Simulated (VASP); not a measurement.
Set up this calculation in VASP 6.6.1, as the native input.

```
Task                   : single point
Functional             : PBE
Potentials or basis    : VASP PAW PBE potentials, release 64 (Ti_sv, Te)
Cutoff                 : 520 eV
k mesh                 : 10 × 10 × 6
Occupations            : gaussian, width 0.05 eV
Spin                   : no spin polarisation
Dipole correction      : no
Further INCAR settings : ALGO = Normal; EDIFF = 1e-06; NBANDS = 19
```

The structure of TiTe2 lies in POSCAR:

```
TiTe2
1.0
    3.7827265013     -0.0230768823     -0.0477795940
   -1.9113484170      3.3229950679      0.0290316072
   -0.0897675743      0.0111548170      7.0552783824
Ti Te
1 2
Direct
    0.0235954798     -0.0319364642      0.0218491930
    0.2737797741      0.6164045892      0.2415660596
    0.7026247462      0.4155318750      0.7365847474
```

This cell differs from its parent crystal: atoms moved at random and the cell strained at random.

The input as run:

INCAR

```
SYSTEM = TiTe2
ALGO = Normal ; EDIFF = 1E-6
ENCUT = 520 ; GGA = PE
ISIF = 2 ; ISMEAR = 0
LASPH = .True. ; LCHARG = .False.
LREAL = .False. ; LWAVE = .False.
NBANDS = 19 ; NELM = 80
PREC = Accurate ; SIGMA = 0.05
```

KPOINTS

```
k-points
0
Gamma
  10 10 6
  0 0 0
```

Potentials or basis: VASP PAW PBE potentials, release 64 (Ti_sv, Te).

Run with:

```bash
$ cat potpaw_PBE.64/Ti_sv/POTCAR potpaw_PBE.64/Te/POTCAR > POTCAR
$ mpirun -np 1 vasp_std > vasp.out
```

It gave:

```
Pressure               : 0.5 GPa
Largest force          : 2.624 eV/Å
Band gap on the k mesh : zero (bands 12 and 13 overlap by 0.42 eV)
```

Caveat: the cell differs from its parent crystal (atoms moved at random and the cell strained at random); spin-orbit coupling is left out, which moves the levels of the heavy elements; forces of over 1 eV/Å act on the atoms, so gaps and moduli don't describe the material at rest.

Wall time 3.6 min on 1 thread of Intel(R) Xeon(R) 6975P-C (Granite Rapids), with other jobs on the host, peak memory 0.59 GiB.
